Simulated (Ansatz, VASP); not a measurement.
## One calculation of SnO3, two programs

```
CELL_PARAMETERS angstrom
3.53448 0.00000 0.00000
0.00000 3.53448 0.00000
0.00000 0.00000 3.22595
ATOMIC_POSITIONS crystal
Sn 0.00000 0.00000 0.50000
O 0.00000 0.50000 0.00000
O 0.50000 0.00000 0.00000
O 0.50000 0.50000 0.50000
```

Change from the starting cell: species swapped into the YMg3 type (P4/mmm, No. 123).

Alike in both runs: functional PBE; k mesh 5 × 5 × 5; occupations gaussian, width 0.2 eV; no spin polarisation.

Ansatz relaxed the structure, and its values are those at the end. VASP's run is a single point on that final structure, the one shown.

|  | VASP | Ansatz |
| --- | --- | --- |
| version | VASP 6.6.1 | Ansatz 0.2.0 |
| potentials or method | VASP PAW PBE potentials, release 64 (Sn_d, O), cutoff 600 eV | scalar-relativistic, plane waves, PAW |
| valence electrons in the cell | 32 | 32 |

```csv
,VASP,Ansatz,Ansatz less VASP
gap on the k mesh at the Fermi level (eV),none,none,-
pressure (GPa),-0.8,-0.8,+0.02
```

A gap of «none» marks a metal or a gap that the smearing closes.

The k mesh is coarse, so the values compare programs but aren't converged.
